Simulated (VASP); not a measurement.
Here is a VASP 6.6.1 calculation.

The input INCAR:

```
ALGO = Normal ; EDIFF = 1E-7
ENCUT = 520 ; GGA = RP
ISIF = 2 ; ISMEAR = -1
IVDW = 12 ; LASPH = True
LCHARG = False ; LREAL = False
LWAVE = False ; NBANDS = 21
NELM = 60 ; PREC = Accurate
SIGMA = 0.05
```

Contents of KPOINTS:

```
k-points
0
Gamma
  11 11 6
```

File POSCAR:

```
Ru
1.0
    2.6183948879      0.0000000000      0.0000000000
   -1.3091974439      2.2675964900      0.0000000000
    0.0000000000      0.0000000000      4.1668698501
Ru
2
Direct
    0.6666666667      0.3333333333      0.7500000000
    0.3333333333      0.6666666667      0.2500000000
```

Potentials or basis: VASP PAW PBE potentials, release 64 (Ru_pv).

Launch:

```bash
$ cat potpaw_PBE.64/Ru_pv/POTCAR > POTCAR
$ mpirun -np 1 vasp_std > vasp.out
```

What does it give for the band gap on the k mesh?

Zero (band 14 reaches 16.44 eV, above the bottom of band 15 at 12.93 eV).

What does it give for the dispersion energy per atom?

-3.756 eV.

Stress tensor (GPa, compression positive):
```
0.28 0.00 0.00
0.00 0.28 0.00
0.00 0.00 0.38
```

Caveat: the PAW data sets were made with another functional, which shifts forces and pressure a little; pairwise dispersion overbinds metals, which lowers pressure and volume.
